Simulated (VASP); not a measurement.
# ZnO (zincite) (P6_3mc) in VASP: a series of runs, part 2 of 2

VASP 6.6.1.

### 3 Relaxation of shape and atoms at fixed volume, PBE (volume scaled by 0.88)

The input, INCAR:

```
  PREC = Accurate
  ENCUT = 600
  EDIFF = 1E-6
  ISMEAR = 0
  SIGMA = 0.02
  LREAL = F
  LASPH = T
  NELM = 80
  ALGO = Normal
  ISIF = 4
  LWAVE = F
  LCHARG = F
  GGA = PE
  IBRION = 2
  NSW = 50
  EDIFFG = -0.01
```

The input, KPOINTS:

```
Automatic mesh
0
Gamma
  9 9 6
```

The input, POSCAR:

```
ZnO
1.0
    3.1426788876      0.0000000000      0.0000000000
   -1.5713394438      2.7216397526      0.0000000000
    0.0000000000      0.0000000000      5.0724596160
Zn O
2 2
Direct
    0.3333333333      0.6666666667      0.4999685893
    0.6666666667      0.3333333333     -0.0000314107
    0.6666666667      0.3333333333      0.3790414107
    0.3333333333      0.6666666667      0.8790414107
```

Potentials or basis: VASP PAW PBE potentials, release 64 (Zn, O).

Launch:

```
$ cat potpaw_PBE.64/Zn/POTCAR potpaw_PBE.64/O/POTCAR > POTCAR
$ mpirun -np 1 vasp_std > vasp.out
```

OUTCAR:

```text
PREC = Accurate
   ENCUT = 600
   EDIFF = 1E-6
   ISMEAR = 0
   LREAL = F
   LASPH = T
   NELM = 80
   ISIF = 4
   GGA = PE
   IBRION = 2
   NSW = 50
   EDIFFG = -0.01

 ion  position               nearest neighbor table
   1  0.333  0.667  0.500-   3 1.92   3 1.92   3 1.92   4 1.92
   2  0.667  0.333  1.000-   4 1.92   4 1.92   4 1.92   3 1.92
   3  0.667  0.333  0.379-   1 1.92   1 1.92   1 1.92   2 1.92
   4  0.333  0.667  0.879-   2 1.92   2 1.92   2 1.92   1 1.92

  LATTYP: Found a hexagonal cell.
 ALAT       =     3.1426788876
 C/A-ratio  =     1.6140559686

  Lattice vectors:

 A1 = (   3.1426788876,   0.0000000000,   0.0000000000)
 A2 = (  -1.5713394438,   2.7216397526,   0.0000000000)
 A3 = (   0.0000000000,   0.0000000000,   5.0724596160)

Analysis of symmetry for initial positions (statically):
=====================================================================
 Subroutine PRICEL returns:
 Original cell was already a primitive cell.

 Routine SETGRP: Setting up the symmetry group for a
 hexagonal supercell.

 Subroutine GETGRP returns: Found 12 space group operations
 (whereof  6 operations were pure point group operations)
 out of a pool of 24 trial point group operations.

The static configuration has the point symmetry C_3v.
 The point group associated with its full space group is C_6v.

Analysis of symmetry for dynamics (positions and initial velocities):
=====================================================================
 Subroutine PRICEL returns:
 Original cell was already a primitive cell.

 Routine SETGRP: Setting up the symmetry group for a
 hexagonal supercell.

 Subroutine GETGRP returns: Found 12 space group operations
 (whereof  6 operations were pure point group operations)
 out of a pool of 24 trial point group operations.

The dynamic configuration has the point symmetry C_3v.
 The point group associated with its full space group is C_6v.

 Subroutine INISYM returns: Found 12 space group operations
 (whereof  6 operations are pure point group operations),
 and found     1 'primitive' translations

----------------------------------------------------------------------------------------

                                     Primitive cell

  volume of cell :      43.3860

  direct lattice vectors                    reciprocal lattice vectors
     3.142678888  0.000000000  0.000000000     0.318199866  0.183712778  0.000000000
    -1.571339444  2.721639753  0.000000000     0.000000000  0.367425556  0.000000000
     0.000000000  0.000000000  5.072459616     0.000000000  0.000000000  0.197143019

  length of vectors
     3.142678888  3.142678888  5.072459616     0.367425556  0.367425556  0.197143019

  position of ions in fractional coordinates (direct lattice)
     0.333333333  0.666666667  0.499968589
     0.666666667  0.333333333  0.999968589
     0.666666667  0.333333333  0.379041411
     0.333333333  0.666666667  0.879041411

  ion indices of the primitive-cell ions
   primitive index   ion index
                 1           1
                 2           2
                 3           3
                 4           4

----------------------------------------------------------------------------------------

 KPOINTS: Automatic mesh

Automatic generation of k-mesh.
 Grid dimensions read from file:
 generate k-points for:    9    9    6

 Generating k-lattice:

  Cartesian coordinates                     Fractional coordinates (reciprocal lattice)
     0.035355541  0.020412531  0.000000000     0.111111111  0.000000000  0.000000000
     0.000000000  0.040825062  0.000000000     0.000000000  0.111111111  0.000000000
     0.000000000  0.000000000  0.032857170     0.000000000  0.000000000  0.166666667

  Length of vectors
     0.040825062  0.040825062  0.032857170

  Shift w.r.t. Gamma in fractional coordinates (k-lattice)
     0.000000000  0.000000000  0.000000000

 Subroutine IBZKPT returns following result:
 ===========================================

 Found     48 irreducible k-points:

 Following reciprocal coordinates:
            Coordinates               Weight
  0.000000  0.000000  0.000000      1.000000
  0.111111  0.000000  0.000000      6.000000
  0.222222  0.000000  0.000000      6.000000
  0.333333  0.000000  0.000000      6.000000
  0.444444  0.000000  0.000000      6.000000
  0.111111  0.111111  0.000000      6.000000
[... 16 lines left out ...]
  0.333333  0.222222  0.166667     24.000000
  0.333333  0.333333  0.166667      4.000000
 [... further k-points ...]
   k-points           NKPTS =     48   k-points in BZ     NKDIM =     48   number of bands    NBANDS=     22
   number of dos      NEDOS =    301   number of ions     NIONS =      4
   total plane-waves  NPLWV =  32928
   dimension x,y,z NGX =    28 NGY =   28 NGZ =   42
   dimension x,y,z NGXF=    56 NGYF=   56 NGZF=   84
   ions per type =               2   2
   NGX,Y,Z   is equivalent  to a cutoff of  14.81, 14.81, 13.77 a.u.
   NGXF,Y,Z  is equivalent  to a cutoff of  29.62, 29.62, 27.53 a.u.
 SYSTEM =  unknown system
   PREC   = accura    normal or accurate (medium, high low for compatibility)
   ISTART =      0    job   : 0-new  1-cont  2-samecut
   ICHARG =      2    charge: 1-file 2-atom 10-const
   ISPIN  =      1    spin polarized calculation?
   LNONCOLLINEAR =      F non collinear calculations
   LSORBIT =      F    spin-orbit coupling
   LASPH  =      T    aspherical Exc in radial PAW
   ENCUT  =  600.0 eV  44.10 Ry    6.64 a.u.   6.28  6.28 10.13*2*pi/ulx,y,z
   NELM   =     80;   NELMIN=  2; NELMDL= -5     # of ELM steps
   EDIFF  = 0.1E-05   stopping-criterion for ELM
   LREAL  =      F    real-space projection
   EDIFFG = -.1E-01   stopping-criterion for IOM
   NSW    =     50    number of steps for IOM
   IBRION =      2    ionic relax: 0-MD 1-quasi-New 2-CG
   NFREE  =      1    steps in history (QN), initial steepest desc. (CG)
   ISIF   =      4    stress and relaxation
   ISYM   =      2    0-nonsym 1-usesym 2-fastsym
   POTIM  = 0.5000    time-step for ionic-motion
   TEBEG  =    0.0;   TEEND  =   0.0 temperature during run
   PSTRESS=    0.0 pullay stress
   NELECT =      36.0000    total number of electrons
   NUPDOWN=      -1.0000    fix difference up-down
   EMIN   =  10.00;   EMAX   =-10.00  energy-range for DOS
   EFERMI =   0.00;   METHOD = LEGACY
   ISMEAR =     0;   SIGMA  =   0.02  broadening in eV -4-tet -1-fermi 0-gaus
   EFERMI_NEDOS =   21; number of points for ismear=-14 and -15
   IALGO  =     38    algorithm
   IMIX   =      4    mixing-type and parameters
     AMIX     =   0.40;   BMIX     =  1.00
     AMIX_MAG =   1.60;   BMIX_MAG =  1.00
  volume/ion in A,a.u.               =      10.85        73.20
  Fermi-wavevector in a.u.,A,eV,Ry     =   1.538364  2.907087 32.199076  2.366565
  Thomas-Fermi vector in A             =   2.644743
   LORBIT       =      0    0 simple, 1 ext, 2 COOP (PROOUT), +10 PAW based schemes
   GGA     = PE    functional components
   LHFCALC =     F    Hartree Fock is set to
   AEXX    =    0.0000 exact exchange contribution
   IVDW    =     0    specifies the selected vdW correction
   LEPSILON=     F    determine dielectric tensor
   LRPA    =     F    only Hartree local field effects (RPA)
 conjugate gradient relaxation of ions
 non-spin polarized calculation
 Gauss-broadening in eV      SIGMA  =   0.02
  energy-cutoff  :      600.00
  volume of cell :       43.39
 maximum number of plane-waves:      1460
 NGX is ok and might be reduce to    28
   NGX = 13   NGY = 13   NGZ = 21

 number of electron      35.9999988 magnetization

 Free energy of the ion-electron system (eV)
  ---------------------------------------------------
  ext. energy  EPLUGINS =         0.00000000
  ---------------------------------------------------
  free energy    TOTEN  =       -17.45541030 eV

  energy without entropy =      -17.45541030  energy(sigma->0) =      -17.45541030

 E-fermi :   2.1987     XC(G=0): -11.4162

 val. band max:        2.1042000019   @ k =   0.0000   0.0000   0.0000
 cond. band min:       3.0169251495   @ k =   0.0000   0.0000   0.0000
 fundamental gap:      0.9127251476
 Fermi energy:         2.1987073978

 k-point     1 :       0.0000    0.0000    0.0000
  band No.  band energies     occupation
      1     -16.7991      2.00000
      2     -15.9280      2.00000
      3      -4.3207      2.00000
      4      -4.1087      2.00000
      5      -4.1087      2.00000
      6      -4.0523      2.00000
[... 574 lines left out ...]
      6      -3.5919      2.00000
[... 14 lines left out ...]
     21      10.3810      0.00000
     22      10.4437      0.00000

 [... further k-points ...]
[... 5 lines left out ...]
  --------------------------------------------------------------------------------------
  -------------------------------------------------------------------------------------
  Total        6.3258557      6.3258557      6.2760284     -0.0000000     -0.0000000      0.0000000
  in kB      233.6041832    233.6041832    231.7641392     -0.0000000     -0.0000000      0.0000000
  external PRESSURE =     232.9908352 kB  Pullay stress =       0.0000000 kB

 VOLUME and BASIS-vectors are now :
 -----------------------------------------------------------------------------
  energy-cutoff  :      600.00
  volume of cell :       43.39
      direct lattice vectors                 reciprocal lattice vectors
     3.142678888  0.000000000  0.000000000     0.318199866  0.183712778  0.000000000
    -1.571339444  2.721639753  0.000000000     0.000000000  0.367425556  0.000000000
     0.000000000  0.000000000  5.072459616     0.000000000  0.000000000  0.197143019

 POSITION                                       TOTAL-FORCE (eV/Angst)
 -----------------------------------------------------------------------------------
     -0.00000      1.81443      2.53607        -0.000000     -0.000000      0.009560
      1.57134      0.90721      5.07230         0.000000      0.000000      0.009560
      1.57134      0.90721      1.92267        -0.000000     -0.000000     -0.009560
     -0.00000      1.81443      4.45890         0.000000     -0.000000     -0.009560
 -----------------------------------------------------------------------------------
    total drift:                                0.000000     -0.000000     -0.000654

  FREE ENERGIE OF THE ION-ELECTRON SYSTEM (eV)
  ---------------------------------------------------
  free  energy   TOTEN  =       -17.4554102979 eV

  energy  without entropy=      -17.4554102979  energy(sigma->0) =      -17.45541030

 reached required accuracy - stopping structural energy minimisation
```

OSZICAR:

```text
N       E                     dE             d eps       ncg     rms          rms(c)
DAV:   1     0.307823646830E+03    0.30782E+03   -0.20742E+04  2128   0.271E+03
DAV:   2     0.114148969416E+02   -0.29641E+03   -0.28664E+03  2262   0.480E+02
DAV:   3    -0.201138763103E+02   -0.31529E+02   -0.31323E+02  2478   0.164E+02
DAV:   4    -0.207288174525E+02   -0.61494E+00   -0.61408E+00  2364   0.239E+01
DAV:   5    -0.207333682743E+02   -0.45508E-02   -0.45507E-02  2430   0.200E+00    0.171E+01
DAV:   6    -0.173011372205E+02    0.34322E+01   -0.11186E+01  3530   0.703E+01    0.109E+01
DAV:   7    -0.174884771896E+02   -0.18734E+00   -0.27276E+00  2112   0.191E+01    0.623E+00
DAV:   8    -0.175068840371E+02   -0.18407E-01   -0.67282E-01  3204   0.909E+00    0.171E+00
DAV:   9    -0.174521868039E+02    0.54697E-01   -0.16673E-01  3420   0.785E+00    0.294E-01
DAV:  10    -0.174556002507E+02   -0.34134E-02   -0.49538E-02  2170   0.173E+00    0.176E-01
DAV:  11    -0.174553541942E+02    0.24606E-03   -0.19388E-03  3068   0.849E-01    0.470E-02
DAV:  12    -0.174554144615E+02   -0.60267E-04   -0.31601E-04  2492   0.379E-01    0.300E-02
DAV:  13    -0.174554097846E+02    0.46769E-05   -0.38501E-05  2774   0.159E-01    0.109E-02
DAV:  14    -0.174554107368E+02   -0.95223E-06   -0.16643E-05  2276   0.342E-02    0.444E-03
DAV:  15    -0.174554102979E+02    0.43891E-06   -0.15408E-06  1416   0.191E-02
   1 F= -.17455410E+02 E0= -.17455410E+02  d E =-.174554E+02
```

Wall time 44 s (1 thread of Intel Xeon Platinum 8488C (Sapphire Rapids), shared host); peak memory 0.2 GiB.

Results:

```
Free energy                  : -17.4554 eV
Pressure after relaxing      : 23.3 GPa
Largest force after relaxing : 0.010 eV/Å
Band gap on the k mesh       : 0.91 eV, direct
```

Forces on the atoms (eV/Å):
```
Zn   0.000  0.000  0.010
Zn   0.000  0.000  0.010
O    0.000  0.000 -0.010
O    0.000  0.000 -0.010
```

Stress tensor (GPa, compression positive):
```
23.36  0.00  0.00
 0.00 23.36  0.00
 0.00  0.00 23.18
```

Final structure:
```cif
data_structure
_symmetry_space_group_name_H-M 'P 1'
_symmetry_Int_Tables_number 1
_cell_length_a 3.1427
_cell_length_b 3.1427
_cell_length_c 5.0725
_cell_angle_alpha 90.000
_cell_angle_beta 90.000
_cell_angle_gamma 120.000
_cell_volume 43.39
loop_
_atom_site_label
_atom_site_type_symbol
_atom_site_fract_x
_atom_site_fract_y
_atom_site_fract_z
_atom_site_occupancy
Zn1 Zn 0.33333 0.66667 0.49997 1
Zn2 Zn 0.66667 0.33333 0.99997 1
O1 O 0.66667 0.33333 0.37904 1
O2 O 0.33333 0.66667 0.87904 1
```

Levels at points of the mesh, in eV from the valence-band top:
```
           k point  band 16  band 17  band 18  band 19  band 20  band 21
(0.00, 0.00, 0.00)    -0.12     0.00     0.00     0.91     5.57     8.49
(0.00, 0.00, 0.50)    -0.45    -0.45    -0.45     3.66     3.66    10.42
```

Caveat: the relaxation stopped at its first step, so nothing moved.

### 4 Relaxation of shape and atoms at fixed volume, PBE (volume scaled by 0.91)

The input, INCAR:

```
PREC = Accurate
ENCUT = 600
EDIFF = 1E-6
ISMEAR = 0
SIGMA = 0.02
LREAL = False
LASPH = True
NELM = 100
ALGO = Normal
ISIF = 4
LWAVE = False
LCHARG = False
GGA = PE
IBRION = 2
NSW = 50
EDIFFG = -0.01
```

KPOINTS is that of step 3.

The input, POSCAR:

```
ZnO
1.0
    3.1779928422      0.0000000000      0.0000000000
   -1.5889964211      2.7522225344      0.0000000000
    0.0000000000      0.0000000000      5.1294583152
Zn O
2 2
Direct
    0.3333333333      0.6666666667      0.4999685893
    0.6666666667      0.3333333333     -0.0000314107
    0.6666666667      0.3333333333      0.3790414107
    0.3333333333      0.6666666667      0.8790414107
```

Launch:

```
$ cat potpaw_PBE.64/Zn/POTCAR potpaw_PBE.64/O/POTCAR > POTCAR
$ mpirun -np 1 vasp_std > vasp.out
```

It took 43 s on 1 thread of Intel Xeon Platinum 8488C (Sapphire Rapids), shared host; peak memory 0.2 GiB.

The run converged. Its results:

```yaml
Free_energy: -17.6395 eV
Pressure_after_relaxing: 16.2 GPa
Largest_force_after_relaxing: 0.006 eV/Å
Band_gap_on_the_k_mesh: 0.87 eV, direct
```

Forces on the atoms (eV/Å):
```
Zn   0.000  0.000  0.006
Zn   0.000  0.000  0.006
O    0.000  0.000 -0.006
O    0.000  0.000 -0.006
```

Stress tensor (GPa, compression positive):
```
16.26  0.00  0.00
 0.00 16.26  0.00
 0.00  0.00 16.13
```

Final structure:
```
Zn O
1.0
     3.17799    0.00000    0.00000
    -1.58900    2.75222    0.00000
     0.00000    0.00000    5.12946
Zn O
2 2
Direct
  0.33333 0.66667 0.49997
  0.66667 0.33333 0.99997
  0.66667 0.33333 0.37904
  0.33333 0.66667 0.87904
```

Levels at points of the mesh, in eV from the valence-band top:
```csv
k point,band 15,band 16,band 17,band 18,band 19,band 20,band 21,band 22
"(0.00, 0.00, 0.00)",-0.86,-0.11,0.00,0.00,0.87,5.45,8.38,13.21
"(0.00, 0.00, 0.50)",-0.43,-0.43,-0.43,-0.43,3.58,3.58,10.29,10.29
```

Caveat: the relaxation stopped at its first step, so nothing moved.

### 5 Overview

| task | cell | cutoff (eV) | gap on the mesh (eV) | pressure (GPa) | largest force (eV/Å) |
| --- | --- | --- | --- | --- | --- |
| single point | a = 3.385, b = 3.385, c = 5.464 Å, angles 90.0, 90.0, 120.0°, 4 atoms | 520 | 0.58 | -9.3 | - |
| relaxation of shape and atoms at fixed volume | relaxed from a = 3.143, b = 3.143, c = 5.072 Å, angles 90.0, 90.0, 120.0°, 4 atoms | 600 | 0.91 | 23.3 | 0.01 |
| relaxation of shape and atoms at fixed volume | relaxed from a = 3.178, b = 3.178, c = 5.129 Å, angles 90.0, 90.0, 120.0°, 4 atoms | 600 | 0.87 | 16.2 | 0.01 |

Alike in all rows: level PBE; potentials or basis VASP PAW PBE potentials, release 64 (Zn, O); no spin polarisation; k mesh 9 × 9 × 6; smearing gaussian 0.02 eV.

Caveats: the relaxation stopped at its first step, so nothing moved (some runs).

Absolute energies hang on the potentials; compare differences alone.
